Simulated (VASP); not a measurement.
The system is TaN.

```xyz
2
Lattice="0.0000 2.2101 2.2101 2.2101 0.0000 2.2101 2.2101 2.2101 0.0000" Properties=species:S:1:pos:R:3 pbc="T T T"
Ta    2.2245    2.2101    2.2101
N    -0.1861    0.0000    0.0000
```

Base run:

* Program: VASP 6.6.1
* Functional: LDA
* Potentials or basis: VASP PAW LDA potentials, release 64 (Ta_pv, N)
* Cutoff: 520 eV
* k mesh: 18 × 18 × 18
* Occupations: gaussian, width 0.15 eV
* Spin: no spin polarisation

Its results: band gap on the k mesh zero (band 8 reaches 10.83 eV, above the bottom of band 9 at 7.67 eV); pressure -8.3 GPa; largest force 1.788 eV/Å.

Q: The run is repeated on the same cell with these changes: potentials or basis from VASP PAW LDA potentials, release 64 (Ta_pv, N) to VASP PAW LDA potentials, release 64 (Ta_sv_GW, N); cutoff from 520 eV to 600 eV; further incar settings from ALGO = Normal; EDIFF = 1e-07; NBANDS = 15 to ALGO = Normal; EDIFF = 1e-06; NBANDS = 16; valence electrons from 16 to 18. What comes out?

A: Band gap on the k mesh zero (band 9 reaches 14.86 eV, above the bottom of band 10 at 11.70 eV); pressure -9.1 GPa; largest force 1.783 eV/Å.

Caveats: spin-orbit coupling is left out, which moves the levels of the heavy elements; forces of over 1 eV/Å act on the atoms, so gaps and moduli don't describe the material at rest.
